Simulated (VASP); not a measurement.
# Rh (Fm-3m) in VASP: single point with PBE

Aim: the single point of Rh with PBE.

Everything below comes from runs of VASP 6.6.1. Logs are shortened: lines on timing, memory, paths and dates and some standing lists are left out, and cuts for length are marked.

## (1) The cell of the first run

Symmetry: Fm-3m, No. 225, cubic system. The conventional cell has a = 3.796 Å, b = 3.796 Å, c = 3.796 Å, α = 90.00°, β = 90.00°, γ = 90.00°. Rh (site symmetry m-3m) has 12 Rh at 2.68 Å within 3.5 Å.

## (2) Single point, PBE

File INCAR:

```
SYSTEM = Rh
PREC = Accurate
ENCUT = 500
EDIFF = 1E-6
ISMEAR = -1
SIGMA = 0.05
LREAL = .FALSE.
LASPH = .TRUE.
NELM = 120
ALGO = Normal
ISIF = 2
LWAVE = .FALSE.
LCHARG = .FALSE.
GGA = PE
NBANDS = 102
GGA_COMPAT = .FALSE.
```

File KPOINTS:

```
regular mesh
0
G
  2 3 3
  0 0 0
```

File POSCAR:

```
Rh
1.0
    0.0000000000      5.6935500000      5.6935500000
    3.7957000000      0.0000000000      3.7957000000
    3.7957000000      3.7957000000      0.0000000000
Rh
12
Direct
    0.0000000000      0.0000000000      0.0000000000
    0.0000000000      0.0000000000      0.5000000000
    0.0000000000      0.5000000000      0.0000000000
    0.0000000000      0.5000000000      0.5000000000
    0.3333333333      0.0000000000      0.0000000000
    0.3333333333      0.0000000000      0.5000000000
    0.3333333333      0.5000000000      0.0000000000
    0.3333333333      0.5000000000      0.5000000000
    0.6666666667      0.0000000000      0.0000000000
    0.6666666667      0.0000000000      0.5000000000
    0.6666666667      0.5000000000      0.0000000000
    0.6666666667      0.5000000000      0.5000000000
```

Potentials or basis: VASP PAW PBE potentials, release 64 (Rh_pv).

Launch:

```
> cat potpaw_PBE.64/Rh_pv/POTCAR > POTCAR
> mpirun -np 1 vasp_std > vasp.out
```

OUTCAR:

```text
SYSTEM = Rh
   PREC = Accurate
   ENCUT = 500
   EDIFF = 1E-6
   ISMEAR = -1
   LREAL = .FALSE.
   LASPH = .TRUE.
   NELM = 120
   ISIF = 2
   GGA = PE

 ion  position               nearest neighbor table
   1  0.000  0.000  0.000-   5 2.68   9 2.68  10 2.68  11 2.68   6 2.68   7 2.68   2 2.68   4 2.68
                             2 2.68   3 2.68   4 2.68   3 2.68
   2  0.000  0.000  0.500-   6 2.68  10 2.68   9 2.68  12 2.68   5 2.68   8 2.68   1 2.68   3 2.68
                             1 2.68   3 2.68   4 2.68   4 2.68
   3  0.000  0.500  0.000-   7 2.68  11 2.68   9 2.68  12 2.68   8 2.68   5 2.68   2 2.68   4 2.68
                             1 2.68   1 2.68   2 2.68   4 2.68
   4  0.000  0.500  0.500-   8 2.68  12 2.68  11 2.68  10 2.68   7 2.68   6 2.68   1 2.68   3 2.68
                             2 2.68   1 2.68   2 2.68   3 2.68
   5  0.333  0.000  0.000-   1 2.68   2 2.68   3 2.68   6 2.68   7 2.68   6 2.68   8 2.68   7 2.68
                             8 2.68  10 2.68  11 2.68   9 2.68
   6  0.333  0.000  0.500-   2 2.68   1 2.68   4 2.68   5 2.68   8 2.68   5 2.68   7 2.68   7 2.68
                             8 2.68   9 2.68  12 2.68  10 2.68
   7  0.333  0.500  0.000-   3 2.68   1 2.68   4 2.68   5 2.68   8 2.68   6 2.68   8 2.68   5 2.68
                             6 2.68  12 2.68   9 2.68  11 2.68
   8  0.333  0.500  0.500-   4 2.68   3 2.68   2 2.68   6 2.68   7 2.68   5 2.68   7 2.68   5 2.68
                             6 2.68  11 2.68  10 2.68  12 2.68
   9  0.667  0.000  0.000-   1 2.68   2 2.68   3 2.68  10 2.68  10 2.68  12 2.68  11 2.68  11 2.68
                            12 2.68   6 2.68   7 2.68   5 2.68
  10  0.667  0.000  0.500-   2 2.68   1 2.68   4 2.68   9 2.68   9 2.68  11 2.68  12 2.68  11 2.68
                            12 2.68   5 2.68   8 2.68   6 2.68
  11  0.667  0.500  0.000-   3 2.68   4 2.68   1 2.68   9 2.68  10 2.68  12 2.68  12 2.68   9 2.68
                            10 2.68   5 2.68   8 2.68   7 2.68
  12  0.667  0.500  0.500-   4 2.68   3 2.68   2 2.68  10 2.68   9 2.68  11 2.68  11 2.68   9 2.68
                            10 2.68   6 2.68   7 2.68   8 2.68

  LATTYP: Found a face centered orthorhombic cell.
 ALAT       =     5.3679304187
 B/A-ratio  =     1.7320508076
 C/A-ratio  =     2.4494897428

  Lattice vectors:

 A1 = (   0.0000000000,   5.6935500000,   5.6935500000)
 A2 = (  -3.7957000000,   1.8978500000,   5.6935500000)
 A3 = (   3.7957000000,  -0.0000000000,   3.7957000000)

Analysis of symmetry for initial positions (statically):
=====================================================================
 Subroutine PRICEL returns following result:

  LATTYP: Found a face centered cubic cell.
 ALAT       =     3.7957000000

  Lattice vectors:

[... 136 lines left out ...]
   ISMEAR =    -1;   SIGMA  =   0.05  broadening in eV -4-tet -1-fermi 0-gaus
   EFERMI_NEDOS =   21; number of points for ismear=-14 and -15
   IALGO  =     38    algorithm
   IMIX   =      4    mixing-type and parameters
     AMIX     =   0.40;   BMIX     =  1.00
     AMIX_MAG =   1.60;   BMIX_MAG =  1.00
  volume/ion in A,a.u.               =      13.67        92.26
  Fermi-wavevector in a.u.,A,eV,Ry     =   1.688496  3.190795 38.790465  2.851019
  Thomas-Fermi vector in A             =   2.770792
   LORBIT       =      0    0 simple, 1 ext, 2 COOP (PROOUT), +10 PAW based schemes
   GGA     = PE    functional components
   LHFCALC =     F    Hartree Fock is set to
   AEXX    =    0.0000 exact exchange contribution
   IVDW    =     0    specifies the selected vdW correction
   LEPSILON=     F    determine dielectric tensor
   LRPA    =     F    only Hartree local field effects (RPA)
 non-spin polarized calculation
  energy-cutoff  :      500.00
  volume of cell :      164.06
 maximum number of plane-waves:      4183
 NGX is ok and might be reduce to    60
   NGX = 29   NGY = 19   NGZ = 19

 number of electron     180.0000087 magnetization

 Free energy of the ion-electron system (eV)
  ---------------------------------------------------
  ext. energy  EPLUGINS =         0.00000000
  ---------------------------------------------------
  free energy    TOTEN  =       -86.07851767 eV

  energy without entropy =      -85.90478669  energy(sigma->0) =      -85.99165218

 E-fermi :  11.8355     XC(G=0): -14.0694

 val. band max:       11.7656734625   @ k =   0.0000   0.3333   0.0000
 cond. band min:      11.8688932520   @ k =   0.0000  -0.3333   0.3333
 fundamental gap:      0.1032197894
 Fermi energy:        11.8354768841

 k-point     1 :       0.0000    0.0000    0.0000
  band No.  band energies     occupation
      1     -35.1319      2.00000
      2     -35.1319      2.00000
      3     -35.0881      2.00000
      4     -35.0568      2.00000
      5     -35.0568      2.00000
      6     -35.0139      2.00000
[... 829 lines left out ...]
    101      15.2806      0.00000
    102      15.2806      0.00000

------------------------ aborting loop because EDIFF is reached ----------------------------------------

  FORCE on cell =-STRESS in cart. coord.  units (eV):
  Direction    XX          YY          ZZ          XY          YZ          ZX
  --------------------------------------------------------------------------------------
  -------------------------------------------------------------------------------------
  Total        9.2677240      9.2675492      9.2675492      0.0000550      0.0000436      0.0000550
  in kB       90.5079608     90.5062535     90.5062535      0.0005371      0.0004262      0.0005370
  external PRESSURE =      90.5068226 kB  Pullay stress =       0.0000000 kB

 VOLUME and BASIS-vectors are now :
 -----------------------------------------------------------------------------
  energy-cutoff  :      500.00
  volume of cell :      164.06
      direct lattice vectors                 reciprocal lattice vectors
     0.000000000  5.693550000  5.693550000    -0.087818672  0.087818672  0.087818672
     3.795700000  0.000000000  3.795700000     0.131728008 -0.131728008  0.131728008
     3.795700000  3.795700000  0.000000000     0.131728008  0.131728008 -0.131728008

 POSITION                                       TOTAL-FORCE (eV/Angst)
 -----------------------------------------------------------------------------------
      0.00000      0.00000      0.00000        -0.000000     -0.000000     -0.000000
      1.89785      1.89785      0.00000        -0.000000     -0.000000     -0.000000
      1.89785      0.00000      1.89785        -0.000000     -0.000000      0.000000
      3.79570      1.89785      1.89785        -0.000000      0.000000     -0.000000
      0.00000      1.89785      1.89785         0.000000      0.000000     -0.000000
      1.89785      3.79570      1.89785         0.000000      0.000000      0.000000
      1.89785      1.89785      3.79570         0.000000     -0.000000      0.000000
      3.79570      3.79570      3.79570        -0.000000      0.000000      0.000000
      0.00000      3.79570      3.79570         0.000000     -0.000000      0.000000
      1.89785      5.69355      3.79570        -0.000000      0.000000     -0.000000
      1.89785      3.79570      5.69355        -0.000000     -0.000000     -0.000000
      3.79570      5.69355      5.69355        -0.000000     -0.000000      0.000000
 -----------------------------------------------------------------------------------
    total drift:                                0.000000      0.000000      0.000000

  FREE ENERGIE OF THE ION-ELECTRON SYSTEM (eV)
  ---------------------------------------------------
  free  energy   TOTEN  =       -86.0785176733 eV

  energy  without entropy=      -85.9047866877  energy(sigma->0) =      -85.99165218
```

Wall time 2.1 min (1 thread of Intel Xeon Platinum 8259CL at 2.50GHz (Skylake/Cascade Lake), shared host); peak memory 0.32 GiB.

What came out:

```
Free energy            : -86.0785 eV
Pressure               : 9.1 GPa
Band gap on the k mesh : zero (bands 90 and 91 overlap by 0.87 eV)
```

Caveat: the k points lie up to 0.48 Å⁻¹ apart, too coarse for converged energies and pressures of a metal.
